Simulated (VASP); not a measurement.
A run of VASP 6.6.1 is set up as follows.

The input INCAR:

```
SYSTEM = Ga
ALGO = Fast
EDIFF = 1E-6
EDIFFG = -0.01
ENCUT = 600
GGA = PE
IBRION = 2
ISIF = 3
ISMEAR = 0
LASPH = .TRUE.
LCHARG = .FALSE.
LREAL = .FALSE.
LWAVE = .FALSE.
NELM = 100
NSW = 100
PREC = Accurate
SIGMA = 0.1
```

Contents of KPOINTS:

```
k-points
0
G
  22 22 20
  0 0 0
```

File POSCAR:

```
Ga
1.0
    1.3834717904     -2.4429495662      0.0000000000
    1.3834717904      2.4429495662      0.0000000000
    0.0000000000      0.0000000000      2.9082801441
Ga
1
Direct
    0.5000000000      0.5000000000      0.0000000000
```

Potentials or basis: VASP PAW PBE potentials, release 64 (Ga_d).

Command:

```bash
$ cat potpaw_PBE.64/Ga_d/POTCAR > POTCAR
$ mpirun -np 1 vasp_std > vasp.out
```

Problem. Predict the space group after relaxing (to 0.1 Å).

Solution. P6/mmm (No. 191).

Problem. What does it give for the relaxed volume?

Solution. 19.44 Å³/atom.

Problem. What does it give for the relaxed cell?

Solution. a = 2.878 Å, b = 2.878 Å, c = 2.729 Å, α = 90.00°, β = 90.00°, γ = 120.66°.

Stress tensor (GPa, compression positive):
```
 0.05  0.00  0.00
 0.00 -0.03  0.00
 0.00  0.00 -0.06
```
